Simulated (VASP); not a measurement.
# GaN (F-43m) in VASP: a series of runs, part 2 of 2

VASP 6.6.1. Earlier steps stand in the parts before.

## 3. Single point, PBE

This run uses another cell than the first one: it holds 16 atoms, not 2.

The input, INCAR:

```
SYSTEM = GaN
PREC = Accurate ; ENCUT = 520
EDIFF = 1E-6 ; ISMEAR = 0
SIGMA = 0.01 ; LREAL = Auto
LASPH = .True. ; NELM = 60
ALGO = Normal ; ISIF = 2
LWAVE = .False. ; LCHARG = .False.
GGA = PE ; NBANDS = 86
```

The input, KPOINTS:

```
regular mesh
0
Gamma
  1 1 1
  0 0 0
```

The input, POSCAR:

```
GaN
1.0
    0.0000000000      4.5484769794     -4.5484769794
    4.5484769794      4.5484769794      0.0000000000
    4.5484769794      0.0000000000     -4.5484769794
Ga N
8 8
Direct
    0.0000000000      0.0000000000      0.5000000000
    0.0000000000      0.5000000000      0.5000000000
    0.5000000000      0.0000000000      0.5000000000
    0.5000000000      0.5000000000      0.5000000000
    0.0000000000      0.0000000000      1.0000000000
    0.0000000000      0.5000000000      1.0000000000
    0.5000000000      0.0000000000      1.0000000000
    0.5000000000      0.5000000000      1.0000000000
    0.1250000000      0.1250000000      0.1250000000
    0.1250000000      0.6250000000      0.1250000000
    0.6250000000      0.1250000000      0.1250000000
    0.6250000000      0.6250000000      0.1250000000
    0.1250000000      0.1250000000      0.6250000000
    0.1250000000      0.6250000000      0.6250000000
    0.6250000000      0.1250000000      0.6250000000
    0.6250000000      0.6250000000      0.6250000000
```

Potentials or basis: VASP PAW PBE potentials, release 64 (Ga_d, N).

Started as:

```console
cat potpaw_PBE.64/Ga_d/POTCAR potpaw_PBE.64/N/POTCAR > POTCAR
mpirun -np 1 vasp_gam > vasp.out
```

OUTCAR:

```text
SYSTEM = GaN
   PREC = Accurate
   ENCUT = 520
   EDIFF = 1E-6
   ISMEAR = 0
   LREAL = Auto
   LASPH = .True.
   NELM = 60
   ISIF = 2
   GGA = PE

 ion  position               nearest neighbor table
   1  0.000  0.000  0.500-   9 1.97  13 1.97  14 1.97  15 1.97
   2  0.000  0.500  0.500-  10 1.97  13 1.97  14 1.97  16 1.97
   3  0.500  0.000  0.500-  11 1.97  13 1.97  15 1.97  16 1.97
   4  0.500  0.500  0.500-  12 1.97  14 1.97  15 1.97  16 1.97
   5  0.000  0.000  0.000-   9 1.97  10 1.97  11 1.97  13 1.97
   6  0.000  0.500  0.000-   9 1.97  10 1.97  12 1.97  14 1.97
[... 8 lines left out ...]
  15  0.625  0.125  0.625-   1 1.97   3 1.97   4 1.97   7 1.97
  16  0.625  0.625  0.625-   2 1.97   3 1.97   4 1.97   8 1.97

  LATTYP: Found a face centered cubic cell.
 ALAT       =     9.0969539588

  Lattice vectors:

 A1 = (   0.0000000000,   4.5484769794,  -4.5484769794)
 A2 = (   4.5484769794,   4.5484769794,   0.0000000000)
 A3 = (   4.5484769794,   0.0000000000,  -4.5484769794)

Analysis of symmetry for initial positions (statically):
=====================================================================
 Subroutine PRICEL returns following result:

  LATTYP: Found a face centered cubic cell.
 ALAT       =     4.5484769794

  Lattice vectors:

 A1 = (   0.0000000000,   2.2742384897,  -2.2742384897)
 A2 = (   2.2742384897,   2.2742384897,   0.0000000000)
 A3 = (   2.2742384897,   0.0000000000,  -2.2742384897)

   8 primitive cells build up your supercell.

 Routine SETGRP: Setting up the symmetry group for a
 face centered cubic supercell.

 Subroutine GETGRP returns: Found 24 space group operations
 (whereof 24 operations were pure point group operations)
 out of a pool of 48 trial point group operations.

The static configuration has the point symmetry T_d .

Analysis of symmetry for dynamics (positions and initial velocities):
=====================================================================
 Subroutine PRICEL returns following result:

  LATTYP: Found a face centered cubic cell.
 ALAT       =     4.5484769794

  Lattice vectors:

 A1 = (   0.0000000000,   2.2742384897,  -2.2742384897)
 A2 = (   2.2742384897,   2.2742384897,   0.0000000000)
 A3 = (   2.2742384897,   0.0000000000,  -2.2742384897)

   8 primitive cells build up your supercell.

 Routine SETGRP: Setting up the symmetry group for a
 face centered cubic supercell.

 Subroutine GETGRP returns: Found 24 space group operations
 (whereof 24 operations were pure point group operations)
 out of a pool of 48 trial point group operations.

The dynamic configuration has the point symmetry T_d .

 Subroutine INISYM returns: Found 24 space group operations
 (whereof 24 operations are pure point group operations),
 and found     8 'primitive' translations

----------------------------------------------------------------------------------------

                                     Primitive cell

  volume of cell :      23.5255

  direct lattice vectors                    reciprocal lattice vectors
     0.000000000  2.274238490 -2.274238490    -0.219853811  0.219853811 -0.219853811
     2.274238490  2.274238490  0.000000000     0.219853811  0.219853811  0.219853811
     2.274238490  0.000000000 -2.274238490     0.219853811 -0.219853811 -0.219853811

  length of vectors
     3.216258916  3.216258916  3.216258916     0.380797972  0.380797972  0.380797972

  position of ions in fractional coordinates (direct lattice)
     0.000000000  0.000000000  1.000000000
     0.250000000  0.250000000  0.250000000

  ion indices of the primitive-cell ions
   primitive index   ion index
                 1           1
                 2          13

----------------------------------------------------------------------------------------

 KPOINTS: regular mesh

Automatic generation of k-mesh.
 Grid dimensions read from file:
 generate k-points for:    1    1    1

 Generating k-lattice:

  Cartesian coordinates                     Fractional coordinates (reciprocal lattice)
    -0.109926906  0.109926906 -0.109926906     1.000000000  0.000000000  0.000000000
     0.109926906  0.109926906  0.109926906     0.000000000  1.000000000  0.000000000
     0.109926906 -0.109926906 -0.109926906     0.000000000  0.000000000  1.000000000

  Length of vectors
     0.190398986  0.190398986  0.190398986

  Shift w.r.t. Gamma in fractional coordinates (k-lattice)
     0.000000000  0.000000000  0.000000000

 Subroutine IBZKPT returns following result:
 ===========================================

 Found      1 irreducible k-points:

 Following reciprocal coordinates:
            Coordinates               Weight
  0.000000  0.000000  0.000000      1.000000
   k-points           NKPTS =      1   k-points in BZ     NKDIM =      1   number of bands    NBANDS=     86
   number of dos      NEDOS =    301   number of ions     NIONS =     16
   total plane-waves  NPLWV = 110592
   dimension x,y,z NGX =    48 NGY =   48 NGZ =   48
   dimension x,y,z NGXF=    96 NGYF=   96 NGZF=   96
   ions per type =               8   8
   NGX,Y,Z   is equivalent  to a cutoff of  12.41, 12.41, 12.41 a.u.
   NGXF,Y,Z  is equivalent  to a cutoff of  24.81, 24.81, 24.81 a.u.
 SYSTEM =  GaN
   PREC   = accura    normal or accurate (medium, high low for compatibility)
   ISTART =      0    job   : 0-new  1-cont  2-samecut
   ICHARG =      2    charge: 1-file 2-atom 10-const
   ISPIN  =      1    spin polarized calculation?
   LNONCOLLINEAR =      F non collinear calculations
   LSORBIT =      F    spin-orbit coupling
   LASPH  =      T    aspherical Exc in radial PAW
   ENCUT  =  520.0 eV  38.22 Ry    6.18 a.u.  11.96 11.96 11.96*2*pi/ulx,y,z
   NELM   =     60;   NELMIN=  2; NELMDL= -5     # of ELM steps
   EDIFF  = 0.1E-05   stopping-criterion for ELM
   LREAL  =      T    real-space projection
   EDIFFG = 0.1E-04   stopping-criterion for IOM
   NSW    =      0    number of steps for IOM
   IBRION =     -1    ionic relax: 0-MD 1-quasi-New 2-CG
   NFREE  =      0    steps in history (QN), initial steepest desc. (CG)
   ISIF   =      2    stress and relaxation
   ISYM   =      2    0-nonsym 1-usesym 2-fastsym
   POTIM  = 0.5000    time-step for ionic-motion
   TEBEG  =    0.0;   TEEND  =   0.0 temperature during run
   PSTRESS=    0.0 pullay stress
   NELECT =     144.0000    total number of electrons
   NUPDOWN=      -1.0000    fix difference up-down
   EMIN   =  10.00;   EMAX   =-10.00  energy-range for DOS
   EFERMI =   0.00;   METHOD = LEGACY
   ISMEAR =     0;   SIGMA  =   0.01  broadening in eV -4-tet -1-fermi 0-gaus
   EFERMI_NEDOS =   21; number of points for ismear=-14 and -15
   IALGO  =     38    algorithm
   IMIX   =      4    mixing-type and parameters
     AMIX     =   0.40;   BMIX     =  1.00
     AMIX_MAG =   1.60;   BMIX_MAG =  1.00
  volume/ion in A,a.u.               =      11.76        79.38
  Fermi-wavevector in a.u.,A,eV,Ry     =   1.497337  2.829557 30.504523  2.242019
  Thomas-Fermi vector in A             =   2.609238
   LORBIT       =      0    0 simple, 1 ext, 2 COOP (PROOUT), +10 PAW based schemes
   GGA     = PE    functional components
   LHFCALC =     F    Hartree Fock is set to
   AEXX    =    0.0000 exact exchange contribution
   IVDW    =     0    specifies the selected vdW correction
   LEPSILON=     F    determine dielectric tensor
   LRPA    =     F    only Hartree local field effects (RPA)
 non-spin polarized calculation
 Gauss-broadening in eV      SIGMA  =   0.01
  energy-cutoff  :      520.00
  volume of cell :      188.20
 maximum number of plane-waves:      2515
 NGX is ok and might be reduce to    48

 number of electron     143.9999883 magnetization

 Free energy of the ion-electron system (eV)
  ---------------------------------------------------
  ext. energy  EPLUGINS =         0.00000000
  ---------------------------------------------------
  free energy    TOTEN  =       -83.56193066 eV

  energy without entropy =      -83.56193066  energy(sigma->0) =      -83.56193066

 E-fermi :   5.6889     XC(G=0): -11.3623

 val. band max:        5.6186869230   @ k =   0.0000   0.0000   0.0000
 cond. band min:       6.9201083491   @ k =   0.0000   0.0000   0.0000
 fundamental gap:      1.3014214261
 Fermi energy:         5.6888579044

 k-point     1 :       0.0000    0.0000    0.0000
  band No.  band energies     occupation
      1     -10.2542      2.00000
      2      -9.6190      2.00000
      3      -9.6190      2.00000
      4      -9.6190      2.00000
      5      -9.6190      2.00000
      6      -9.5280      2.00000
[... 76 lines left out ...]
     83      11.6792      0.00000
     84      14.0895      0.00000
 [bands above 84 left out]

------------------------ aborting loop because EDIFF is reached ----------------------------------------

  FORCE on cell =-STRESS in cart. coord.  units (eV):
  Direction    XX          YY          ZZ          XY          YZ          ZX
  --------------------------------------------------------------------------------------
  -------------------------------------------------------------------------------------
  Total        3.8457332      3.8457332      3.8457332      0.0000000      0.0000000     -0.0000000
  in kB       32.7387230     32.7387230     32.7387230      0.0000000      0.0000000     -0.0000000
  external PRESSURE =      32.7387230 kB  Pullay stress =       0.0000000 kB

 VOLUME and BASIS-vectors are now :
 -----------------------------------------------------------------------------
  energy-cutoff  :      520.00
  volume of cell :      188.20
      direct lattice vectors                 reciprocal lattice vectors
     0.000000000  4.548476979 -4.548476979    -0.109926906  0.109926906 -0.109926906
     4.548476979  4.548476979  0.000000000     0.109926906  0.109926906  0.109926906
     4.548476979  0.000000000 -4.548476979     0.109926906 -0.109926906 -0.109926906

 POSITION                                       TOTAL-FORCE (eV/Angst)
 -----------------------------------------------------------------------------------
      2.27424      0.00000     -2.27424        -0.000000     -0.000000      0.000000
      4.54848      2.27424     -2.27424        -0.000000     -0.000000      0.000000
      2.27424      2.27424     -4.54848        -0.000000     -0.000000      0.000000
      4.54848      4.54848     -4.54848        -0.000000     -0.000000      0.000000
      0.00000      0.00000      0.00000        -0.000000     -0.000000      0.000000
      2.27424      2.27424      0.00000        -0.000000     -0.000000      0.000000
[... 8 lines left out ...]
      3.41136      3.41136     -5.68560         0.000000     -0.000000     -0.000000
      5.68560      5.68560     -5.68560         0.000000      0.000000      0.000000
 -----------------------------------------------------------------------------------
    total drift:                                0.000012      0.000009     -0.000012

  FREE ENERGIE OF THE ION-ELECTRON SYSTEM (eV)
  ---------------------------------------------------
  free  energy   TOTEN  =       -83.5619306633 eV

  energy  without entropy=      -83.5619306633  energy(sigma->0) =      -83.56193066
```

Run time: 53 s. Hardware: 1 thread of Intel Xeon Platinum 8375C at 2.90GHz (Ice Lake), shared host; peak memory 0.32 GiB.

What came out:

```
Free energy            : -83.5619 eV
Pressure               : 3.3 GPa
Band gap on the k mesh : 1.30 eV
```

Caveat: the k points lie up to 1.20 Å⁻¹ apart. PBE gaps usually lie below the measured ones, often by a third to a half.

## 4. Single point, PBE

This run uses another cell than the first one, of 11.70 Å³/atom, 0.994 times its volume.

The input, INCAR:

```
SYSTEM = GaN
PREC = Accurate ; ENCUT = 520
EDIFF = 1E-6 ; ISMEAR = 0
SIGMA = 0.01 ; LREAL = .FALSE.
LASPH = .TRUE. ; NELM = 60
ALGO = Normal ; ISIF = 2
LWAVE = .FALSE. ; LCHARG = .FALSE.
GGA = PE ; NBANDS = 16
```

The input, KPOINTS:

```
regular mesh
0
G
  10 10 10
  0 0 0
```

The input, POSCAR:

```
GaN
1.0
    0.0000000000      2.2699122504      2.2699122504
    2.2699122504      0.0000000000      2.2699122504
    2.2699122504      2.2699122504      0.0000000000
Ga N
1 1
Direct
    0.0000000000      0.0000000000      0.0000000000
    0.7500000000      0.7500000000      0.7500000000
```

Started as:

```console
cat potpaw_PBE.64/Ga_d/POTCAR potpaw_PBE.64/N/POTCAR > POTCAR
mpirun -np 1 vasp_std > vasp.out
```

It took 6.3 s on 1 thread of Intel Xeon 6975P-C (Granite Rapids), shared host; peak memory 0.14 GiB.

Results (log left out):

* Free energy: -12.1530 eV
* Pressure: 1.1 GPa
* Band gap on the k mesh: 1.58 eV, direct

Levels at points of the mesh, in eV from the valence-band top:
```tsv
k point	band 6	band 7	band 8	band 9	band 10	band 11	band 12	band 13
(0.00, 0.00, 0.00)	-13.13	0.00	0.00	0.00	1.58	10.17	10.17	10.17
(0.50, 0.00, 0.00)	-11.88	-6.90	-0.94	-0.94	4.49	8.62	10.25	10.25
(0.50, 0.50, 0.00)	-11.45	-6.03	-2.63	-2.63	3.35	6.53	11.56	13.73
```

As with any semilocal functional, this PBE gap is likely too small.

## 5. Summary

```csv
cell,k mesh,smearing,gap on the mesh (eV),pressure (GPa)
"a = 3.216 Å, angles 60.0°, 2 atoms",10 × 10 × 10,gaussian 0.02 eV,1.55,0.1
"a = 6.433 Å, angles 60.0°, 16 atoms",1 × 1 × 1,gaussian 0.01 eV,1.30,3.3
"a = 3.210 Å, angles 60.0°, 2 atoms",10 × 10 × 10,gaussian 0.01 eV,1.58,1.1
```

Alike in all rows: task single point; level PBE; potentials or basis VASP PAW PBE potentials, release 64 (Ga_d, N); no spin polarisation; cutoff (eV) 520.

Caveats: some runs use coarse meshes.

Absolute energies hang on the potentials; compare differences alone.
